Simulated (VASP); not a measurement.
CdSe, 2 atoms in the cell. The structure is cubic, space group Fm-3m (No. 225). The conventional cell has a = 5.686 Å, b = 5.686 Å, c = 5.686 Å, α = 90.00°, β = 90.00°, γ = 90.00°. Cd (site symmetry m-3m) has 6 Se at 2.84 Å within 3.7 Å. Within 3.7 Å of Se (site symmetry m-3m) lie 6 Cd at 2.84 Å. 

| Quantity | Value |
| --- | --- |
| Program | VASP 6.6.1 |
| Task | single point |
| Functional | PBE |
| Potentials or basis | VASP PAW PBE potentials, release 64 (Cd, Se) |
| Cutoff | 500 eV |
| k mesh | 6 × 6 × 6 |
| Occupations | fermi-dirac, width 0.2 eV |
| Spin | no spin polarisation |
| Dipole correction | no |
| Further INCAR settings | ALGO = Normal; EDIFF = 1e-06; NBANDS = 16 |

Potentials or basis: VASP PAW PBE potentials, release 64 (Cd, Se).

Run with:

```bash
$ cat potpaw_PBE.64/Cd/POTCAR potpaw_PBE.64/Se/POTCAR > POTCAR
$ mpirun -np 1 vasp_std > vasp.out
```

Hardware: 1 thread of Intel(R) Xeon(R) 6975P-C (Granite Rapids), with other jobs on the host.

Estimate the wall time of this run.

Wall time 6.2 s on 1 thread of Intel(R) Xeon(R) 6975P-C (Granite Rapids), with other jobs on the host, peak memory 0.16 GiB. Counts: scf iterations 12, k points 16.
